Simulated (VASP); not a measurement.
A run of VASP 6.6.1:

File INCAR:

```
SYSTEM = CdS
PREC = Accurate ; ENCUT = 520
EDIFF = 1E-7 ; ISMEAR = -1
SIGMA = 0.01 ; LREAL = .FALSE.
LASPH = .TRUE. ; NELM = 80
ALGO = Normal ; ISIF = 2
LWAVE = .FALSE. ; LCHARG = .FALSE.
GGA = PE ; NBANDS = 16
```

Contents of KPOINTS:

```
regular mesh
0
G
  2 2 2
  0 0 0
```

The input POSCAR:

```
CdS
1.0
    0.0000000000      2.9100000000      2.9100000000
    2.9100000000      0.0000000000      2.9100000000
    2.9100000000      2.9100000000      0.0000000000
Cd S
1 1
Direct
    0.0000000000      0.0000000000      0.0000000000
    0.7500000000      0.7500000000      0.7500000000
```

Potentials or basis: VASP PAW PBE potentials, release 64 (Cd, S).

Run with:

```bash
$ cat potpaw_PBE.64/Cd/POTCAR potpaw_PBE.64/S/POTCAR > POTCAR
$ mpirun -np 1 vasp_std > vasp.out
```

Hardware: 1 thread of AMD EPYC 9R14 (Zen 4) (shared host).

Question: How long does it take, and how much memory?

Answer: Wall time 3.7 s on 1 thread of AMD EPYC 9R14 (Zen 4), on a shared host, peak memory 0.14 GiB. Counts: scf iterations 15, k points 3.
